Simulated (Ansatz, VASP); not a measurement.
# Two plane-wave programs on Ta

```xyz
2
Lattice="-1.6403 1.6403 1.6403 1.6403 -1.6403 1.6403 3.2805 3.2805 0.0000" Properties=species:S:1:pos:R:3 pbc="T T T"
Ta    0.0000    0.0000   -0.0600
Ta    1.6403    1.6403    1.7003
```

Change from the starting cell: mode 6 (147.1 1/cm) frozen in, largest displacement -0.060 Å.

Alike in both runs: task single point; functional PBEsol; k mesh 22 × 22 × 14; occupations gaussian, width 0.15 eV; no spin polarisation.

|  | VASP | Ansatz |
| --- | --- | --- |
| version | VASP 6.6.1 | Ansatz 0.2.0 |
| potentials or method | VASP PAW PBE potentials, release 64 (Ta_pv), cutoff 520 eV | scalar-relativistic, plane waves, PAW |
| valence electrons in the cell | 22 | 26 |

Ansatz gave:

```
gap on the k mesh at the Fermi level (eV)                     : none
pressure (GPa)                                                : 0.5
traceless stress, the component that is largest in VASP (GPa) : 0.51
rms of the force components (eV/Å)                            : 0.476
```

**Question.** What did VASP give for the same quantities?

**Answer.** gap on the k mesh at the Fermi level (eV): none; pressure (GPa): 0.7; traceless stress, the component that is largest in VASP (GPa): 0.52; rms of the force components (eV/Å): 0.477.

VASP's potentials were made for PBE, not for PBEsol. Atom by atom the forces differ by 0.001 eV/Å (rms over components). A gap of «none» marks a metal or a gap that the smearing closes. With one functional, cell and mesh, what is left measures potentials, basis and numerics. VASP's potentials hold 22 valence electrons a cell and Ansatz's 26, so a difference there can come from the potentials and not from the codes.

Spin-orbit coupling is off throughout.
